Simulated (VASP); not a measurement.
# Ru (P6_3/mmc) in VASP: further runs, part 2 of 3

VASP 6.6.1. Earlier steps stand in the parts before.

## Step 3: Electric field gradients, PBEsol (equal xx and yy strain of -1 %)

The input, INCAR:

```
  PREC = Accurate
  ENCUT = 520
  EDIFF = 1E-8
  ISMEAR = -1
  SIGMA = 0.03
  LREAL = False
  LASPH = True
  NELM = 80
  ALGO = Normal
  ISIF = 2
  LWAVE = False
  LCHARG = False
  GGA = PS
  LEFG = True
  NBANDS = 21
```

The input, KPOINTS:

```
regular mesh
0
Gamma
  14 14 8
```

The input, POSCAR:

```
Ru
1.0
    2.6787413409      0.0000000000      0.0000000000
   -1.3393706704      2.3198580514      0.0000000000
    0.0000000000      0.0000000000      4.2819000000
Ru
2
Direct
    0.3333333333      0.6666666667      0.2500000000
    0.6666666667      0.3333333333      0.7500000000
```

Potentials or basis: VASP PAW PBE potentials, release 64 (Ru_pv).

On the command line:

```sh
$ cat potpaw_PBE.64/Ru_pv/POTCAR > POTCAR
$ mpirun -np 1 vasp_std > vasp.out
```

OUTCAR:

```text
PREC = Accurate
   ENCUT = 520
   EDIFF = 1E-8
   ISMEAR = -1
   LREAL = False
   LASPH = True
   NELM = 80
   ISIF = 2
   GGA = PS

 ion  position               nearest neighbor table
   1  0.333  0.667  0.250-   2 2.64   2 2.64   2 2.64   2 2.64   2 2.64   2 2.64
   2  0.667  0.333  0.750-   1 2.64   1 2.64   1 2.64   1 2.64   1 2.64   1 2.64

  LATTYP: Found a hexagonal cell.
 ALAT       =     2.6787413409
 C/A-ratio  =     1.5984746025

  Lattice vectors:

 A1 = (   2.6787413409,   0.0000000000,   0.0000000000)
 A2 = (  -1.3393706704,   2.3198580514,   0.0000000000)
 A3 = (   0.0000000000,   0.0000000000,   4.2819000000)

Analysis of symmetry for initial positions (statically):
=====================================================================
 Subroutine PRICEL returns:
 Original cell was already a primitive cell.

 Routine SETGRP: Setting up the symmetry group for a
 hexagonal supercell.

 Subroutine GETGRP returns: Found 24 space group operations
 (whereof 12 operations were pure point group operations)
 out of a pool of 24 trial point group operations.

The static configuration has the point symmetry D_3d.
 The point group associated with its full space group is D_6h.

Analysis of symmetry for dynamics (positions and initial velocities):
=====================================================================
 Subroutine PRICEL returns:
 Original cell was already a primitive cell.

 Routine SETGRP: Setting up the symmetry group for a
 hexagonal supercell.

 Subroutine GETGRP returns: Found 24 space group operations
 (whereof 12 operations were pure point group operations)
[... 157 lines left out ...]

 k-point     1 :       0.0000    0.0000    0.0000
  band No.  band energies     occupation
      1     -30.5973      2.00000
      2     -29.5876      2.00000
      3     -29.5876      2.00000
      4     -29.4149      2.00000
      5     -29.4149      2.00000
      6     -29.3939      2.00000
[... 565 lines left out ...]
     20      23.3289      0.00000
     21      23.3295      0.00000

 [... further k-points ...]

------------------------ aborting loop because EDIFF is reached ----------------------------------------

  FORCE on cell =-STRESS in cart. coord.  units (eV):
  Direction    XX          YY          ZZ          XY          YZ          ZX
  --------------------------------------------------------------------------------------
  -------------------------------------------------------------------------------------
  Total        0.4234903      0.4234903     -0.7002391      0.0000000      0.0000000      0.0000000
  in kB       25.4991272     25.4991272    -42.1626814      0.0000000      0.0000000      0.0000000
  external PRESSURE =       2.9451910 kB  Pullay stress =       0.0000000 kB

 VOLUME and BASIS-vectors are now :
 -----------------------------------------------------------------------------
  energy-cutoff  :      520.00
  volume of cell :       26.61
      direct lattice vectors                 reciprocal lattice vectors
     2.678741341  0.000000000  0.000000000     0.373309653  0.215530429  0.000000000
    -1.339370670  2.319858051  0.000000000     0.000000000  0.431060857  0.000000000
     0.000000000  0.000000000  4.281900000     0.000000000  0.000000000  0.233541185

 POSITION                                       TOTAL-FORCE (eV/Angst)
 -----------------------------------------------------------------------------------
     -0.00000      1.54657      1.07048         0.000000      0.000000      0.000000
      1.33937      0.77329      3.21143        -0.000000     -0.000000      0.000000
 -----------------------------------------------------------------------------------
    total drift:                               -0.000000      0.000000     -0.000000

  FREE ENERGIE OF THE ION-ELECTRON SYSTEM (eV)
  ---------------------------------------------------
  free  energy   TOTEN  =       -20.3340047736 eV

  energy  without entropy=      -20.3272148754  energy(sigma->0) =      -20.33060982

 Electric field gradients (V/A^2)
---------------------------------------------------------------------
 ion       V_xx      V_yy      V_zz      V_xy      V_xz      V_yz
---------------------------------------------------------------------
   1       4.861     4.862    -9.722     0.001     0.000    -0.000
   2       4.861     4.862    -9.722     0.001    -0.000     0.000
---------------------------------------------------------------------

 Electric field gradients after diagonalization (V/A^2)
 (convention: |V_zz| > |V_xx| > |V_yy|)
----------------------------------------------------------------------
 ion       V_xx      V_yy      V_zz     asymmetry (V_yy - V_xx)/ V_zz
----------------------------------------------------------------------
   1       4.862     4.860    -9.722       0.000
   2       4.862     4.860    -9.722       0.000
----------------------------------------------------------------------

           NMR quadrupolar parameters

 Cq : quadrupolar parameter    Cq=e*Q*V_zz/h
 eta: asymmetry parameters     (V_yy - V_xx)/ V_zz
 Q  : nuclear electric quadrupole moment in mb (millibarn)
----------------------------------------------------------------------
 ion       Cq(MHz)       eta       Q (mb)
----------------------------------------------------------------------
   1      -0.024       0.000       1.000
   2      -0.024       0.000       1.000
----------------------------------------------------------------------
```

stdout:

```text
POSCAR found type information on POSCAR Ru
 POSCAR found :  1 types and       2 ions
 scaLAPACK will be used
 -----------------------------------------------------------------------------
|                                                                             |
|                                                                             |
|     You enforced a specific xc type in the INCAR file but a different       |
|     I HOPE YOU KNOW WHAT YOU ARE DOING!                                     |
|                                                                             |
 -----------------------------------------------------------------------------

 LDA part: xc-table for (Slater+PW92), standard interpolation
 POSCAR, INCAR and KPOINTS ok, starting setup
 FFT: planning ... GRIDC
 FFT: planning ... GRID_SOFT
 FFT: planning ... GRID
 WAVECAR not read
 entering main loop
ion   1

ion   2
```

Run time: 91 s. Hardware: 1 thread of AMD EPYC 7R13, shared host; peak memory 0.14 GiB.

What came out:

| Property | Result |
| --- | --- |
| Free energy | -20.3340 eV |
| Pressure | 0.3 GPa |
| Band gap on the k mesh | zero (bands 14 and 15 overlap by 3.26 eV) |
| Largest electric field gradient by atom | Ru -9.7 V/Å² |

Stress tensor (GPa, compression positive):
```
 2.55  0.00  0.00
 0.00  2.55  0.00
 0.00  0.00 -4.22
```

Levels at points of the mesh, in eV from the Fermi level:
| k point | band 11 | band 12 | band 13 | band 14 | band 15 | band 16 | band 17 | band 18 |
| --- | --- | --- | --- | --- | --- | --- | --- | --- |
| (0.00, 0.00, 0.00) | -2.59 | -1.97 | -1.97 | -1.34 | -1.34 | 1.16 | 1.25 | 1.25 |
| (0.50, 0.00, 0.00) | -2.19 | -1.81 | -1.61 | 1.58 | 1.97 | 1.99 | 4.21 | 6.30 |
| (0.00, 0.00, 0.50) | -2.80 | -2.80 | -2.80 | -2.80 | 0.59 | 0.59 | 0.59 | 0.59 |
| (0.50, 0.00, 0.50) | -1.04 | -1.04 | 0.47 | 0.47 | 1.82 | 1.82 | 3.47 | 3.47 |

Electric field gradients, principal values (V/Å²):
| atom | least | middle | greatest (by size) |
| --- | --- | --- | --- |
| 1 Ru | 4.860 | 4.862 | -9.722 |
| 2 Ru | 4.860 | 4.862 | -9.722 |

Caveat: the cell differs from its parent crystal (equal xx and yy strain of -1 %); without QUAD_EFG the Cq values of the log hold for a quadrupole moment of 1 mb, not for the nuclei; the PAW data sets were made with another functional, which shifts forces and pressure a little.

(Continued in part 3 of 3.)
